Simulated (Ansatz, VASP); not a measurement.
One calculation of BN, two programs

The input INCAR:

```
PREC = Accurate
ENCUT = 600
EDIFF = 1E-6
ISMEAR = 0
SIGMA = 0.05
LREAL = F
LASPH = T
NELM = 120
ALGO = Normal
ISIF = 2
LWAVE = F
LCHARG = F
GGA = PE
NBANDS = 11
GGA_COMPAT = F
```

Contents of KPOINTS:

```
regular mesh
0
Gamma
  12 12 12
```

Contents of POSCAR:

```
BN
1.0
    0.0000000000      1.8123485134      1.8123485134
    1.8123485134      0.0000000000      1.8123485134
    1.8123485134      1.8123485134      0.0000000000
B N
1 1
Direct
   -0.0413827691      0.0413827691      0.0413827691
    0.7819374408      0.7180625592      0.7180625592
```

Input for Ansatz:

```yaml
crystal:
  lattice:
    - [0.0, 1.8123485134, 1.8123485134]
    - [1.8123485134, 0.0, 1.8123485134]
    - [1.8123485134, 1.8123485134, 0.0]
  atoms:
    - { symbol: B, position: [-0.0413827691, 0.0413827691, 0.0413827691] }
    - { symbol: "N", position: [0.7819374408, 0.7180625592, 0.7180625592] }
basis:
  ecutwfc: 420
kpoints:
  mp_grid: { grid: [12, 12, 12] }
hamiltonian:
  xc: pbe
scf:
  occupations: { method: gaussian, width: 0.05 }
output:
  forces: true
  stress: true
  eigenvalues: true
```

Change from the starting cell: mode 4 (1026.0 1/cm) frozen in, largest displacement +0.150 Å.

Alike in both runs: task single point; functional PBE; k mesh 12 × 12 × 12; occupations gaussian, width 0.05 eV; no spin polarisation.

```csv
,VASP,Ansatz
version,VASP 6.6.1,Ansatz 0.2.0
potentials or method,"VASP PAW PBE potentials, release 64 (B, N), cutoff 600 eV","scalar-relativistic, plane waves, PAW"
valence electrons in the cell,8,8
```

```csv
,VASP,Ansatz,Ansatz less VASP
gap on the k mesh at the Fermi level (eV),2.34,2.35,+0.012
least direct gap on the mesh (eV),6.57,6.58,+0.005
pressure (GPa),19.1,19.3,+0.20
"traceless stress, the component that is largest in VASP (GPa)",-5.96,-5.70,+0.254
rms of the force components (eV/Å),3.096,3.089,-0.0068
```

Atom by atom the forces differ by 0.007 eV/Å (rms over components).
